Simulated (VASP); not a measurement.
# Ti3H in VASP: notebook

The runs below take Ti3H through single point, with PBE.

All numbers are computed with VASP 6.6.1; they aren't measurements. Logs are shortened: lines on timing, memory, paths and dates and some standing lists are left out, and cuts for length are marked.

### 1 The cell of the first run

The cell holds a slab with vacuum, 4 atoms: a = 2.819 Å, b = 2.819 Å, c = 21.326 Å, α = 90.00°, β = 90.00°, γ = 109.47°.

### 2 Single point, PBE

INCAR

```
SYSTEM = Ti3H
PREC = Accurate
ENCUT = 520
EDIFF = 1E-7
ISMEAR = 0
SIGMA = 0.1
LREAL = .False.
LASPH = .True.
NELM = 100
ALGO = Normal
ISIF = 2
LWAVE = .False.
LCHARG = .False.
LDIPOL = .True.
IDIPOL = 3
DIPOL = 0.5 0.5 0.330
GGA = PE
NBANDS = 26
```

KPOINTS

```
Automatic mesh
0
Gamma
  10 10 1
  0 0 0
```

POSCAR

```
Ti3H
1.0
    2.8193504947      0.0000000000      0.0000000000
   -0.9397834982      2.6581091378      0.0000000000
    0.0000000000      0.0000000000     21.3259744853
Ti H
3 1
Direct
    0.5000000000      0.5000000000      0.1875646997
    0.0000000000      0.0000000000      0.2892724347
    0.5000000000      0.5000000000      0.3904147260
    0.8333333333      0.8333333333      0.4518421651
```

Potentials or basis: VASP PAW PBE potentials, release 64 (Ti_sv, H).

Launch:

```
> cat potpaw_PBE.64/Ti_sv/POTCAR potpaw_PBE.64/H/POTCAR > POTCAR
> mpirun -np 1 vasp_std > vasp.out
```

OUTCAR:

```text
SYSTEM = Ti3H
   PREC = Accurate
   ENCUT = 520
   EDIFF = 1E-7
   ISMEAR = 0
   LREAL = .False.
   LASPH = .True.
   NELM = 100
   ISIF = 2
   GGA = PE

 ion  position               nearest neighbor table
   1  0.500  0.500  0.188-   2 2.71   2 2.71
   2  0.000  0.000  0.289-   3 2.70   3 2.70   1 2.71   1 2.71
   3  0.500  0.500  0.390-   4 1.70   2 2.70   2 2.70
   4  0.833  0.833  0.452-   3 1.70

  LATTYP: Found a base centered orthorhombic cell.
 ALAT       =     3.2555055341
 B/A-ratio  =     1.4142135624
 C/A-ratio  =     6.5507412786

  Lattice vectors:

 A1 = (   2.8193504947,   0.0000000000,   0.0000000000)
 A2 = (  -0.9397834982,   2.6581091378,   0.0000000000)
 A3 = (   0.0000000000,   0.0000000000,  21.3259744853)

Analysis of symmetry for initial positions (statically):
=====================================================================
 Subroutine PRICEL returns:
 Original cell was already a primitive cell.

 Routine SETGRP: Setting up the symmetry group for a
 base centered orthorhombic supercell.

 Subroutine GETGRP returns: Found  2 space group operations
 (whereof  2 operations were pure point group operations)
 out of a pool of  8 trial point group operations.

The static configuration has the point symmetry C_1h.

Analysis of symmetry for dynamics (positions and initial velocities):
=====================================================================
 Subroutine PRICEL returns:
 Original cell was already a primitive cell.

 Routine SETGRP: Setting up the symmetry group for a
 base centered orthorhombic supercell.

 Subroutine GETGRP returns: Found  2 space group operations
 (whereof  2 operations were pure point group operations)
 out of a pool of  8 trial point group operations.

The dynamic configuration has the point symmetry C_1h.

 Subroutine INISYM returns: Found  2 space group operations
 (whereof  2 operations are pure point group operations),
 and found     1 'primitive' translations

----------------------------------------------------------------------------------------

                                     Primitive cell

  volume of cell :     159.8199

  direct lattice vectors                    reciprocal lattice vectors
     2.819350495  0.000000000  0.000000000     0.354691622  0.125402426  0.000000000
    -0.939783498  2.658109138  0.000000000     0.000000000  0.376207277  0.000000000
[... 95 lines left out ...]
   ISIF   =      2    stress and relaxation
   ISYM   =      2    0-nonsym 1-usesym 2-fastsym
   POTIM  = 0.5000    time-step for ionic-motion
   TEBEG  =    0.0;   TEEND  =   0.0 temperature during run
   PSTRESS=    0.0 pullay stress
   NELECT =      37.0000    total number of electrons
   NUPDOWN=      -1.0000    fix difference up-down
   EMIN   =  10.00;   EMAX   =-10.00  energy-range for DOS
   EFERMI =   0.00;   METHOD = LEGACY
   ISMEAR =     0;   SIGMA  =   0.10  broadening in eV -4-tet -1-fermi 0-gaus
   EFERMI_NEDOS =   21; number of points for ismear=-14 and -15
   IALGO  =     38    algorithm
   IMIX   =      4    mixing-type and parameters
     AMIX     =   0.40;   BMIX     =  1.00
     AMIX_MAG =   1.60;   BMIX_MAG =  1.00
  volume/ion in A,a.u.               =      39.95       269.63
  Fermi-wavevector in a.u.,A,eV,Ry     =   1.005229  1.899608 13.748497  1.010486
  Thomas-Fermi vector in A             =   2.137895
   LORBIT       =      0    0 simple, 1 ext, 2 COOP (PROOUT), +10 PAW based schemes
   GGA     = PE    functional components
   LHFCALC =     F    Hartree Fock is set to
   AEXX    =    0.0000 exact exchange contribution
   IVDW    =     0    specifies the selected vdW correction
   LEPSILON=     F    determine dielectric tensor
   LRPA    =     F    only Hartree local field effects (RPA)
 non-spin polarized calculation
 Gauss-broadening in eV      SIGMA  =   0.10
  energy-cutoff  :      520.00
  volume of cell :      159.82
 maximum number of plane-waves:      4347
 NGX is ok and might be reduce to    24
   NGX = 11   NGY = 11   NGZ = 79

 dipolmoment           0.000000      0.000000     -0.184921 electrons x Angstroem

 number of electron      36.9999991 magnetization

 dipolmoment           0.000000      0.000000      0.026076 electrons x Angstroem

 Free energy of the ion-electron system (eV)
  ---------------------------------------------------
  ext. energy  EPLUGINS =         0.00000000
  ---------------------------------------------------
  free energy    TOTEN  =       -25.24750832 eV

  energy without entropy =      -25.20436110  energy(sigma->0) =      -25.22593471

 E-fermi :  -0.2727     XC(G=0):  -4.7360

 val. band max:       -0.2755247874   @ k =   0.1000   0.0000   0.0000
 cond. band min:      -0.2683750847   @ k =   0.2000   0.0000   0.0000
 fundamental gap:      0.0071497027
 Fermi energy:        -0.2727312347

 k-point     1 :       0.0000    0.0000    0.0000
  band No.  band energies     occupation
      1     -56.9441      2.00000
      2     -56.9104      2.00000
      3     -56.5421      2.00000
      4     -33.4093      2.00000
      5     -33.2375      2.00000
      6     -32.9652      2.00000
[... 685 lines left out ...]
     25       2.5364      0.00000
     26       2.9059      0.00000

 [... further k-points ...]

------------------------ aborting loop because EDIFF is reached ----------------------------------------

 vacuum level on the upper side and lower side of the slab       (xc-potential included)         0.195        -0.450

  FORCE on cell =-STRESS in cart. coord.  units (eV):
  Direction    XX          YY          ZZ          XY          YZ          ZX
  --------------------------------------------------------------------------------------
  -------------------------------------------------------------------------------------
  Total       -0.9174827     -0.2149542      1.3397180      0.9935253      1.5105807      1.0681412
  in kB       -9.1976673     -2.1548932     13.4305321      9.9599866     15.1434123     10.7080030
  external PRESSURE =       0.6926572 kB  Pullay stress =       0.0000000 kB

 VOLUME and BASIS-vectors are now :
 -----------------------------------------------------------------------------
  energy-cutoff  :      520.00
  volume of cell :      159.82
      direct lattice vectors                 reciprocal lattice vectors
     2.819350495  0.000000000  0.000000000     0.354691622  0.125402426  0.000000000
    -0.939783498  2.658109138  0.000000000     0.000000000  0.376207277  0.000000000
     0.000000000  0.000000000 21.325974485     0.000000000  0.000000000  0.046891175

 POSITION                                       TOTAL-FORCE (eV/Angst)
 -----------------------------------------------------------------------------------
      0.93978      1.32905      4.00000        -0.027319     -0.038635     -0.068774
      0.00000      0.00000      6.16902         0.116458      0.164697     -0.237149
      0.93978      1.32905      8.32597        -1.006022     -1.422731     -0.119905
      1.56631      2.21509      9.63597         0.916884      1.296669      0.425828
 -----------------------------------------------------------------------------------
    total drift:                                0.000012      0.000017     -0.000068

  FREE ENERGIE OF THE ION-ELECTRON SYSTEM (eV)
  ---------------------------------------------------
  free  energy   TOTEN  =       -25.2475083191 eV

  energy  without entropy=      -25.2043610975  energy(sigma->0) =      -25.22593471

 vacuum level on the upper side and lower side of the slab         4.530         3.873
```

OSZICAR:

```text
N       E                     dE             d eps       ncg     rms          rms(c)
DAV:   1     0.416034255103E+03    0.41603E+03   -0.20251E+04  1804   0.138E+03
DAV:   2     0.247162998793E+02   -0.39132E+03   -0.38492E+03  1740   0.440E+02
DAV:   3    -0.221017781669E+02   -0.46818E+02   -0.46067E+02  3004   0.134E+02
[... 21 lines left out ...]
DAV:  25    -0.252474975581E+02   -0.13781E-04   -0.31651E-06  1838   0.817E-03    0.326E-03
DAV:  26    -0.252475038952E+02   -0.63371E-05   -0.90724E-07  1668   0.386E-03    0.167E-03
DAV:  27    -0.252475067182E+02   -0.28230E-05   -0.32369E-07  1468   0.320E-03    0.489E-04
DAV:  28    -0.252475081027E+02   -0.13845E-05   -0.18246E-07  1314   0.186E-03    0.416E-04
DAV:  29    -0.252475082973E+02   -0.19460E-06   -0.17812E-08  1080   0.120E-03    0.288E-04
DAV:  30    -0.252475083191E+02   -0.21790E-07   -0.10467E-08   998   0.575E-04
   1 F= -.25247508E+02 E0= -.25225935E+02  d E =-.431472E-01
```

stdout:

```text
POSCAR found type information on POSCAR TiH
 POSCAR found :  2 types and       4 ions
 scaLAPACK will be used
 LDA part: xc-table for (Slater+PW92), standard interpolation
 POSCAR, INCAR and KPOINTS ok, starting setup
 FFT: planning ... GRIDC
 FFT: planning ... GRID_SOFT
 FFT: planning ... GRID
 WAVECAR not read
 entering main loop
```

It took 3.7 min on 1 thread of AMD EPYC 7R13 (Zen 3), shared host; peak memory 0.31 GiB.

Results:

```yaml
Free_energy: -25.2475 eV
Largest_force: 1.747 eV/Å
Band_gap_on_the_k_mesh: zero (an odd number of electrons rules out a gap without spin polarisation)
```

Forces in eV/Å, atoms in the order of the input:
```
Ti  -0.027 -0.039 -0.069
Ti   0.116  0.165 -0.237
Ti  -1.006 -1.423 -0.120
H    0.917  1.297  0.426
```

Levels at points of the mesh, in eV from the Fermi level:
```
           k point  band 16  band 17  band 18  band 19  band 20  band 21  band 22  band 23
(0.00, 0.00, 0.00)    -1.85    -0.42    -0.01     0.06     0.91     1.04     1.08     1.19
(0.50, 0.00, 0.00)    -1.56    -0.37    -0.32    -0.09     0.17     1.03     2.08     2.43
(0.50, 0.50, 0.00)    -1.87    -0.86    -0.55     0.21     1.14     1.47     2.12     2.30
```

### 3 Single point, PBE

INCAR

```
PREC = Accurate
ENCUT = 520
EDIFF = 1E-6
ISMEAR = 0
SIGMA = 0.1
LREAL = False
LASPH = True
NELM = 100
ALGO = Normal
ISIF = 2
LWAVE = False
LCHARG = False
LDIPOL = True
IDIPOL = 3
DIPOL = 0.5 0.5 0.339
GGA = PE
NBANDS = 26
```

KPOINTS

```
regular mesh
0
Gamma
  10 10 1
```

Changes to POSCAR since step 2:

```diff
@@ -11,2 +11,2 @@
     0.5000000000      0.5000000000      0.3904147260
-    0.8333333333      0.8333333333      0.4518421651
+    0.8333333333      0.8333333333      0.4874794581
```

Potentials or basis: VASP PAW PBE potentials, release 64 (Ti_sv, H).

Launch:

```
> cat potpaw_PBE.64/Ti_sv/POTCAR potpaw_PBE.64/H/POTCAR > POTCAR
> mpirun -np 1 vasp_std > vasp.out
```

It took 3.6 min on 1 thread of AMD EPYC 7R13 (Zen 3), shared host; peak memory 0.31 GiB.

Results (log left out):

```yaml
Free_energy: -24.3740 eV
Largest_force: 2.107 eV/Å
Band_gap_on_the_k_mesh: zero (an odd number of electrons rules out a gap without spin polarisation)
```

Forces on the atoms (eV/Å):
```
Ti  -0.009 -0.013 -0.045
Ti   0.062  0.088 -0.207
Ti  -0.157 -0.222  2.089
H    0.104  0.147 -1.838
```

Levels at points of the mesh, in eV from the Fermi level:
```
           k point  band 17  band 18  band 19  band 20  band 21  band 22
(0.00, 0.00, 0.00)    -0.43    -0.01     0.06     0.91     1.08     1.08
(0.50, 0.00, 0.00)    -0.36    -0.32    -0.11     0.18     0.98     2.07
(0.50, 0.50, 0.00)    -0.84    -0.28     0.29     1.28     1.29     2.17
```

### 4 Single point, PBE

INCAR

```
ALGO = Normal
DIPOL = 0.5 0.5 0.330
EDIFF = 1E-6
ENCUT = 520
GGA = PE
IDIPOL = 3
ISIF = 2
ISMEAR = 0
LASPH = T
LCHARG = F
LDIPOL = T
LREAL = F
LWAVE = F
NBANDS = 26
NELM = 80
PREC = Accurate
SIGMA = 0.1
```

KPOINTS

```
k-points
0
Gamma
  10 10 1
```

Changes to POSCAR since step 3:

```diff
@@ -11,2 +11,2 @@
     0.5000000000      0.5000000000      0.3904147260
-    0.8333333333      0.8333333333      0.4874794581
+    0.6666666667      0.6666666667      0.4518421651
```

Launch:

```
> cat potpaw_PBE.64/Ti_sv/POTCAR potpaw_PBE.64/H/POTCAR > POTCAR
> mpirun -np 1 vasp_std > vasp.out
```

Run time: 4 min. Hardware: 1 thread of AMD EPYC 7R13 (Zen 3), shared host; peak memory 0.31 GiB.

Results (log left out):

* Free energy: -23.9308 eV
* Largest force: 5.942 eV/Å
* Band gap on the k mesh: zero (an odd number of electrons rules out a gap without spin polarisation)

Forces in eV/Å, atoms in the order of the input:
```
Ti  -0.027 -0.037  0.042
Ti   0.187  0.265 -0.368
Ti  -1.887 -2.668 -4.808
H    1.726  2.441  5.135
```

Levels at points of the mesh, in eV from the Fermi level:
```
           k point  band 17  band 18  band 19  band 20  band 21  band 22
(0.00, 0.00, 0.00)    -0.40    -0.01     0.12     0.93     1.06     1.11
(0.50, 0.00, 0.00)    -0.39    -0.28    -0.11     0.35     1.02     1.62
(0.50, 0.50, 0.00)    -1.17    -0.83    -0.02     1.23     1.44     2.20
```

### 5 Single point, PBE

INCAR

```
SYSTEM = Ti3H
PREC = Accurate
ENCUT = 520
EDIFF = 1E-6
ISMEAR = 0
SIGMA = 0.1
LREAL = .FALSE.
LASPH = .TRUE.
NELM = 80
ALGO = Normal
ISIF = 2
LWAVE = .FALSE.
LCHARG = .TRUE.
LDIPOL = .TRUE.
IDIPOL = 3
DIPOL = 0.5 0.5 0.339
GGA = PE
LELF = .TRUE.
LVHAR = .TRUE.
LVACPOTAV = .TRUE.
NBANDS = 26
```

KPOINTS

```
Automatic mesh
0
G
  10 10 1
  0 0 0
```

Changes to POSCAR since step 4:

```diff
@@ -11,2 +11,2 @@
     0.5000000000      0.5000000000      0.3904147260
-    0.6666666667      0.6666666667      0.4518421651
+    0.6666666667      0.6666666667      0.4874794581
```

Launch:

```
> cat potpaw_PBE.64/Ti_sv/POTCAR potpaw_PBE.64/H/POTCAR > POTCAR
> mpirun -np 1 vasp_std > vasp.out
```

Wall time 4.4 min (1 thread of AMD EPYC 7R13 (Zen 3), shared host); peak memory 0.3 GiB.

It converged, with:

```
Free energy            : -24.2211 eV
Largest force          : 1.928 eV/Å
Band gap on the k mesh : zero (an odd number of electrons rules out a gap without spin polarisation)
```

Forces on the atoms (eV/Å):
```
Ti  -0.009 -0.013 -0.019
Ti   0.089  0.126 -0.255
Ti  -0.285 -0.403  1.863
H    0.205  0.291 -1.589
```

Levels at points of the mesh, in eV from the Fermi level:
```
           k point  band 17  band 18  band 19  band 20  band 21  band 22
(0.00, 0.00, 0.00)    -0.42    -0.01     0.07     0.92     1.09     1.10
(0.50, 0.00, 0.00)    -0.40    -0.29    -0.16     0.31     0.88     1.64
(0.50, 0.50, 0.00)    -0.82    -0.30     0.14     1.30     1.32     2.26
```

### 6 Overview

```tsv
cell	gap on the mesh (eV)	largest force (eV/Å)
as given, atomic positions A	none	1.75
as given, atomic positions B	none	2.11
as given, atomic positions C	none	5.94
as given, atomic positions D	none	1.93
```

Alike in all rows: task single point; level PBE; potentials or basis VASP PAW PBE potentials, release 64 (Ti_sv, H); no spin polarisation; k mesh 10 × 10 × 1; cutoff (eV) 520; smearing gaussian 0.1 eV.

Absolute energies hang on the potentials; compare differences alone.
